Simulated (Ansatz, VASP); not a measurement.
**One calculation of SnO2, two programs**

Contents of INCAR:

```
PREC = Accurate
ENCUT = 520
EDIFF = 1E-6
ISMEAR = 0
SIGMA = 0.05
LREAL = False
LASPH = True
NELM = 100
ALGO = Normal
ISIF = 2
LWAVE = False
LCHARG = False
GGA = PE
NBANDS = 20
```

KPOINTS

```
regular mesh
0
Gamma
  12 12 12
```

The input POSCAR:

```
SnO2
1.0
    1.6022668400      0.9250691914      4.8741482374
   -1.6022668400      0.9250691914      4.8741482374
    0.0000000000     -1.8501383828      4.8741482374
Sn O
1 2
Direct
    0.5000000000      0.5000000000      0.5000000000
    0.2348826742      0.2348826742      0.2348826742
    0.7651173258      0.7651173258      0.7651173258
```

Input for Ansatz:

```yaml
crystal:
  lattice:
    - [1.60226684, 0.9250691914, 4.8741482374]
    - [-1.60226684, 0.9250691914, 4.8741482374]
    - [0.0, -1.8501383828, 4.8741482374]
  atoms:
    - { symbol: Sn, position: [0.5, 0.5, 0.5] }
    - { symbol: O, position: [0.2348826742, 0.2348826742, 0.2348826742] }
    - { symbol: O, position: [0.7651173258, 0.7651173258, 0.7651173258] }
basis:
  ecutwfc: 520.0
kpoints:
  mp_grid: { grid: [12, 12, 12] }
hamiltonian:
  xc: pbe
  pseudopotentials: { kind: paw, azcp: { folder: soft_1 } }
scf:
  occupations: { method: gaussian, width: 0.05 }
output:
  forces: true
  stress: true
  eigenvalues: true
```

Alike in both runs: task single point; functional PBE; k mesh 12 × 12 × 12; occupations gaussian, width 0.05 eV; no spin polarisation.

|  | VASP | Ansatz |
| --- | --- | --- |
| version | VASP 6.6.1 | Ansatz 0.2.0 |
| potentials or method | VASP PAW PBE potentials, release 64 (Sn_d, O), cutoff 520 eV | scalar-relativistic, plane waves, PAW |
| valence electrons in the cell | 26 | 26 |

Ansatz gave:

```
gap on the k mesh at the Fermi level (eV)                     : 2.20
least direct gap on the mesh (eV)                             : 2.40
pressure (GPa)                                                : 4.0
traceless stress, the component that is largest in VASP (GPa) : -1.65
rms of the force components (eV/Å)                            : 0.142
```

Problem. Which values does VASP return?

Solution. gap on the k mesh at the Fermi level (eV): 2.18; least direct gap on the mesh (eV): 2.39; pressure (GPa): 4.6; traceless stress, the component that is largest in VASP (GPa): -2.05; rms of the force components (eV/Å): 0.170.

Atom by atom the forces differ by 0.028 eV/Å (rms over components).
